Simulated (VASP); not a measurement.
A run of VASP 6.6.1:

The input INCAR:

```
SYSTEM = Al
  PREC = Accurate
  ENCUT = 520
  EDIFF = 1E-6
  ISMEAR = 0
  SIGMA = 0.15
  LREAL = .False.
  LASPH = .True.
  NELM = 60
  ALGO = Normal
  ISIF = 2
  LWAVE = .False.
  LCHARG = .False.
  GGA = PE
  IVDW = 12
  NBANDS = 14
```

The input KPOINTS:

```
regular mesh
0
Gamma
  18 18 4
  0 0 0
```

Contents of POSCAR:

```
Al
1.0
    2.8518540810      0.0000000000      0.0000000000
   -1.4259270405      2.4697780820      0.0000000000
    0.0000000000      0.0000000000      9.2410470711
Al
4
Direct
    0.0000000000      0.0000000000      0.0000000000
    0.3333333333      0.6666666667      0.2500000000
    0.0000000000      0.0000000000      0.5000000000
    0.6666666667      0.3333333333      0.7500000000
```

Potentials or basis: VASP PAW PBE potentials, release 64 (Al).

The run is started by

```console
$ cat potpaw_PBE.64/Al/POTCAR > POTCAR
$ mpirun -np 1 vasp_std > vasp.out
```

Hardware: 1 thread of Intel Xeon 8259CL (shared host).

Q: How long does it take, and how much memory?

A: Run time: 2 min on 1 thread of Intel Xeon 8259CL, with other jobs on the host, peak memory 0.24 GiB. Counts: scf iterations 10, k points 111.
